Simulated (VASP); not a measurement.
A run of VASP 6.6.1 is set up as follows.

INCAR

```
SYSTEM = Ni
ALGO = Normal
EDIFF = 1E-6
ENCUT = 520
GGA = PE
ISIF = 2
ISMEAR = -1
ISPIN = 2
LASPH = .True.
LCHARG = .False.
LMAXMIX = 4
LORBIT = 11
LREAL = .False.
LWAVE = .False.
MAGMOM = 1 1 1
NBANDS = 26
NELM = 150
PREC = Accurate
SIGMA = 0.08
```

Contents of KPOINTS:

```
k-points
0
Gamma
  9 9 12
  0 0 0
```

Contents of POSCAR:

```
Ni
1.0
    3.5256203727      0.0000000000      0.0000000000
   -1.7628101864      3.0532768069      0.0000000000
    0.0000000000      0.0000000000      2.1090067006
Ni
3
Direct
    0.0000000000      0.0000000000      0.0000000000
    0.3333333333      0.6666666667      0.5000000000
    0.6666666667      0.3333333333      0.5000000000
```

Potentials or basis: VASP PAW PBE potentials, release 64 (Ni).

Command:

```sh
$ cat potpaw_PBE.64/Ni/POTCAR > POTCAR
$ mpirun -np 1 vasp_std > vasp.out
```

**Question.** Estimate the site moments.

**Answer.** Ni +0.35, +0.29 μB.

**Question.** What does it give for the pressure?

**Answer.** 180.2 GPa.

Stress tensor (GPa, compression positive):
```
180.08   0.00   0.00
  0.00 180.08   0.00
  0.00   0.00 180.47
```
